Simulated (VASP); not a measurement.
Here is a VASP 6.6.1 calculation.

INCAR

```
SYSTEM = InBSe2
ALGO = Normal ; EDIFF = 1E-6
ENCUT = 520 ; GGA = PE
ISIF = 2 ; ISMEAR = 0
LASPH = .True. ; LCHARG = .False.
LREAL = .False. ; LWAVE = .False.
NBANDS = 22 ; NELM = 80
PREC = Accurate ; SIGMA = 0.1
```

KPOINTS

```
k-points
0
Gamma
  6 6 4
  0 0 0
```

The input POSCAR:

```
InBSe2
1.0
    3.7318718500      0.0000000000      0.0000000000
    0.0000000000      3.7318718500      0.0000000000
    0.0000000000      0.0000000000      5.2776637900
In B Se
1 1 2
Direct
    0.0000000000      0.0000000000      0.0000000000
    0.5000000000      0.5000000000      0.5000000000
    0.0000000000      0.0000000000      0.5000000000
    0.5000000000      0.5000000000      0.0000000000
```

Potentials or basis: VASP PAW PBE potentials, release 64 (In_d, B, Se).

Command:

```bash
$ cat potpaw_PBE.64/In_d/POTCAR potpaw_PBE.64/B/POTCAR potpaw_PBE.64/Se/POTCAR > POTCAR
$ mpirun -np 1 vasp_std > vasp.out
```

Estimate the pressure.

9.0 GPa.

Estimate the band gap on the k mesh.

zero (band 14 reaches 7.35 eV, above the bottom of band 15 at 3.32 eV).

Stress tensor (GPa, compression positive):
```
9.24 0.00 0.00
0.00 9.24 0.00
0.00 0.00 8.46
```

Caveat: spin-orbit coupling is left out, which moves the levels of the heavy elements.
